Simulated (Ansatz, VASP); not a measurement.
## Two plane-wave programs on TePb4Se3

```xyz
8
Lattice="4.4640 2.5773 3.6918 -4.4640 2.5773 3.6918 0.0000 -5.1546 3.6918" Properties=species:S:1:pos:R:3 pbc="T T T"
Te    0.0000    0.0000    5.4270
Pb    0.0000    0.0000    0.1337
Pb    2.1470    1.2396    7.4676
Pb   -2.1470    1.2396    7.4676
Pb    0.0000   -2.4791    7.4676
Se   -2.2268   -1.2857    9.1312
Se    2.2268   -1.2857    9.1312
Se    0.0000    2.5713    9.1312
```

Change from the starting cell: the structure that the rattled cell fell into.

Alike in both runs: functional PBE; k mesh 6 × 6 × 6; occupations gaussian, width 0.02 eV; no spin polarisation.

Ansatz relaxed the structure, and its values are those at the end. VASP's run is a single point on that final structure, the one shown.

|  | VASP | Ansatz |
| --- | --- | --- |
| version | VASP 6.6.1 | Ansatz 0.2.0 |
| potentials or method | VASP PAW PBE potentials, release 64 (Te, Pb_d, Se), cutoff 500 eV | scalar-relativistic, plane waves, PAW |
| valence electrons in the cell | 80 | 120 |

```csv
,VASP,Ansatz,Ansatz less VASP
gap on the k mesh at the Fermi level (eV),0.51,0.51,-0.004
least direct gap on the mesh (eV),0.51,0.51,-0.004
pressure (GPa),0.0,0.0,+0.02
```

The functional is the same, so the differences come from potentials, cutoffs and numerics. VASP's potentials hold 80 valence electrons a cell and Ansatz's 120, so a difference there can come from the potentials and not from the codes.

Neither program's run includes spin-orbit coupling.
